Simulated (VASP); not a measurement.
Here is a VASP 6.6.1 calculation.

INCAR

```
SYSTEM = Sn
ALGO = Normal
EDIFF = 1E-6
ENCUT = 520
GGA = PE
ISIF = 2
ISMEAR = -1
LASPH = .True.
LCHARG = .True.
LELF = .True.
LREAL = .False.
LVHAR = .True.
LWAVE = .False.
NBANDS = 13
NELM = 60
PREC = Accurate
SIGMA = 0.06122561905347299
```

The input KPOINTS:

```
k-points
0
Gamma
  20 20 20
  0 0 0
```

The input POSCAR:

```
Sn
1.0
    0.0000000000      2.3755174909      2.3755174909
    2.3755174909      0.0000000000      2.3755174909
    2.3755174909      2.3755174909      0.0000000000
Sn
1
Direct
    0.0000000000      0.0000000000      0.0000000000
```

Potentials or basis: VASP PAW PBE potentials, release 64 (Sn_d).

Run with:

```console
$ cat potpaw_PBE.64/Sn_d/POTCAR > POTCAR
$ mpirun -np 1 vasp_std > vasp.out
```

Q: Predict the pressure.

A: 2.3 GPa.

Q: Predict the band gap on the k mesh.

A: Zero (bands 7 and 8 overlap by 9.82 eV).

Caveat: spin-orbit coupling is left out, which moves the levels of the heavy elements.
